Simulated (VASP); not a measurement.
# MgI (Fd-3m) in VASP: a series of runs, part 2 of 2

VASP 6.6.1. Earlier steps stand in the parts before.

## 3. Relaxation of cell and atoms, PBE

This run uses another cell than the first one, of 32.68 Å³/atom.

File INCAR:

```
SYSTEM = MgI
  PREC = Accurate
  ENCUT = 600
  EDIFF = 1E-7
  ISMEAR = 0
  SIGMA = 0.1
  LREAL = .FALSE.
  LASPH = .TRUE.
  NELM = 100
  ALGO = Normal
  ISIF = 3
  LWAVE = .FALSE.
  LCHARG = .FALSE.
  GGA = PE
  IBRION = 2
  NSW = 100
  EDIFFG = -0.01
```

File KPOINTS:

```
regular mesh
0
G
  10 10 10
  0 0 0
```

File POSCAR:

```
MgI
1.0
    0.0000000000      4.0281256970      4.0281256970
    4.0281256970      0.0000000000      4.0281256970
    4.0281256970      4.0281256970      0.0000000000
Mg I
2 2
Direct
    0.2500000000      0.2500000000      0.2500000000
    0.0000000000      0.0000000000      0.0000000000
    0.5000000000      0.5000000000      0.5000000000
    0.7500000000      0.7500000000      0.7500000000
```

Potentials or basis: VASP PAW PBE potentials, release 64 (Mg, I).

The run is started by

```console
cat potpaw_PBE.64/Mg/POTCAR potpaw_PBE.64/I/POTCAR > POTCAR
mpirun -np 1 vasp_std > vasp.out
```

OUTCAR:

```text
SYSTEM = MgI
   PREC = Accurate
   ENCUT = 600
   EDIFF = 1E-7
   ISMEAR = 0
   LREAL = .FALSE.
   LASPH = .TRUE.
   NELM = 100
   ISIF = 3
   GGA = PE
   IBRION = 2
   NSW = 100
   EDIFFG = -0.01

 ion  position               nearest neighbor table
   1  0.250  0.250  0.250-   2 3.49   2 3.49   2 3.49   2 3.49   3 3.49   3 3.49   3 3.49   3 3.49

   2  0.000  0.000  0.000-   4 3.49   4 3.49   4 3.49   1 3.49   4 3.49   1 3.49   1 3.49   1 3.49

   3  0.500  0.500  0.500-   1 3.49   1 3.49   1 3.49   1 3.49   4 3.49   4 3.49   4 3.49   4 3.49

   4  0.750  0.750  0.750-   3 3.49   3 3.49   3 3.49   2 3.49   3 3.49   2 3.49   2 3.49   2 3.49

  LATTYP: Found a face centered cubic cell.
 ALAT       =     8.0562513940

  Lattice vectors:

 A1 = (   0.0000000000,   4.0281256970,   4.0281256970)
 A2 = (   4.0281256970,   0.0000000000,   4.0281256970)
 A3 = (   4.0281256970,   4.0281256970,   0.0000000000)

Analysis of symmetry for initial positions (statically):
=====================================================================
 Subroutine PRICEL returns:
 Original cell was already a primitive cell.

 Routine SETGRP: Setting up the symmetry group for a
 face centered cubic supercell.

 Subroutine GETGRP returns: Found 48 space group operations
 (whereof 24 operations were pure point group operations)
 out of a pool of 48 trial point group operations.

[... 247 lines left out ...]

 Free energy of the ion-electron system (eV)
  ---------------------------------------------------
  ext. energy  EPLUGINS =         0.00000000
  ---------------------------------------------------
  free energy    TOTEN  =        -5.76159494 eV

  energy without entropy =       -5.74527146  energy(sigma->0) =       -5.75343320

 E-fermi :   3.6742     XC(G=0):  -8.3489

 val. band max:        3.6734029910   @ k =   0.5000   0.3000   0.1000
 cond. band min:       3.6965794414   @ k =   0.5000   0.1000   0.0000
 fundamental gap:      0.0231764504
 Fermi energy:         3.6742138920

 k-point     1 :       0.0000    0.0000    0.0000
  band No.  band energies     occupation
      1      -9.9549      2.00000
      2      -8.2870      2.00000
      3       0.0919      2.00000
      4       0.0919      2.00000
      5       0.0919      2.00000
      6       1.0201      2.00000
      7       1.1825      2.00000
      8       1.1825      2.00000
      9       1.1825      2.00000
     10       5.5516      0.00000
     11       5.5516      0.00000
     12       5.5516      0.00000
     13       6.2471      0.00000
[... 354 lines left out ...]
  band No.  band energies     occupation
      1      -9.5302      2.00000
      2      -8.8038      2.00000
      3      -0.9738      2.00000
      4      -0.7362      2.00000
      5      -0.0767      2.00000
      6       0.2069      2.00000
      7       2.2383      2.00000
      8       2.3211      2.00000
      9       3.4485      1.99859
     10       3.8477      0.01412
     11       6.1726      0.00000
     12       6.3453      0.00000
     13       7.5218      0.00000

 [... further k-points ...]

------------------------ aborting loop because EDIFF is reached ----------------------------------------

  FORCE on cell =-STRESS in cart. coord.  units (eV):
  Direction    XX          YY          ZZ          XY          YZ          ZX
  --------------------------------------------------------------------------------------
  -------------------------------------------------------------------------------------
  Total        0.0088874      0.0088874      0.0088874      0.0000000      0.0000000     -0.0000000
  in kB        0.1082561      0.1082561      0.1082561      0.0000000      0.0000000     -0.0000000
  external PRESSURE =       0.1082561 kB  Pullay stress =       0.0000000 kB
[... 19 lines left out ...]
  FREE ENERGIE OF THE ION-ELECTRON SYSTEM (eV)
  ---------------------------------------------------
  free  energy   TOTEN  =        -5.7615949362 eV

  energy  without entropy=       -5.7452714577  energy(sigma->0) =       -5.75343320

 reached required accuracy - stopping structural energy minimisation
```

OSZICAR:

```text
N       E                     dE             d eps       ncg     rms          rms(c)
DAV:   1     0.865816974182E+02    0.86582E+02   -0.69814E+03  1222   0.121E+03
DAV:   2     0.310128079505E+01   -0.83480E+02   -0.79103E+02  1544   0.147E+02
DAV:   3    -0.599503133705E+01   -0.90963E+01   -0.89533E+01  1497   0.563E+01
DAV:   4    -0.619965151735E+01   -0.20462E+00   -0.20452E+00  1557   0.100E+01
[... 25 lines left out ...]
DAV:   2    -0.576163496561E+01    0.43143E-03   -0.85244E-04  1317   0.164E-01    0.369E-02
DAV:   3    -0.576160270793E+01    0.32258E-04   -0.17632E-04  1317   0.677E-02    0.309E-02
DAV:   4    -0.576159906908E+01    0.36388E-05   -0.30607E-06  1528   0.132E-02    0.291E-02
DAV:   5    -0.576159494952E+01    0.41196E-05   -0.48991E-06  1352   0.121E-02    0.488E-03
DAV:   6    -0.576159493616E+01    0.13356E-07   -0.43089E-07  1342   0.416E-03
   3 F= -.57615949E+01 E0= -.57534332E+01  d E =-.373833E-03
```

CONTCAR:

```text
MgI
   1.00000000000000
    -0.0000000000000000    4.0364660551162022    4.0364660551162022
     4.0364660551162022    0.0000000000000000    4.0364660551162022
     4.0364660551162022    4.0364660551162022    0.0000000000000000
  Mg              I
     2     2
Direct
     0.2500000000000000    0.2500000000000000    0.2500000000000000
     0.0000000000000000    0.0000000000000000    0.0000000000000000
     0.5000000000000000    0.5000000000000000    0.5000000000000000
     0.7500000000000000    0.7500000000000000    0.7500000000000000

  0.00000000E+00  0.00000000E+00  0.00000000E+00
  0.00000000E+00  0.00000000E+00  0.00000000E+00
  0.00000000E+00  0.00000000E+00  0.00000000E+00
  0.00000000E+00  0.00000000E+00  0.00000000E+00
```

It took 4.1 min on 1 thread of Oxide Virtual Turin-like, shared host; peak memory 0.37 GiB.

What came out:

* Free energy: -5.7616 eV
* Relaxed volume: 32.88 Å³/atom
* Relaxed cell: a = 5.708 Å, b = 5.708 Å, c = 5.708 Å, α = 60.00°, β = 60.00°, γ = 60.00°
* Space group after relaxing (to 0.1 Å): Fd-3m (No. 227)
* Energy gained by relaxing: 0.1 meV/atom
* Ionic steps: 3
* Pressure after relaxing: 0.0 GPa
* Band gap on the k mesh: zero (bands 9 and 10 overlap by 0.18 eV)

The path:
| step | energy change (eV) | largest force (eV/Å) | pressure (GPa) | volume (Å³) |
| --- | --- | --- | --- | --- |
| 1 | 0.0000 | 0.0000 | 0.13 | 130.72 |
| 2 | -0.0003 | 0.0000 | 0.06 | 131.24 |
| 3 | -0.0004 | 0.0000 | 0.01 | 131.53 |

Final structure:
```
Mg I
1.0
     0.00000    4.03647    4.03647
     4.03647    0.00000    4.03647
     4.03647    4.03647    0.00000
Mg I
2 2
Direct
  0.25000 0.25000 0.25000
  0.00000 0.00000 0.00000
  0.50000 0.50000 0.50000
  0.75000 0.75000 0.75000
```

Caveat: spin-orbit coupling is left out, which moves the levels of the heavy elements.

The gap in the log of VASP goes by the Fermi energy; the results here count the filled bands.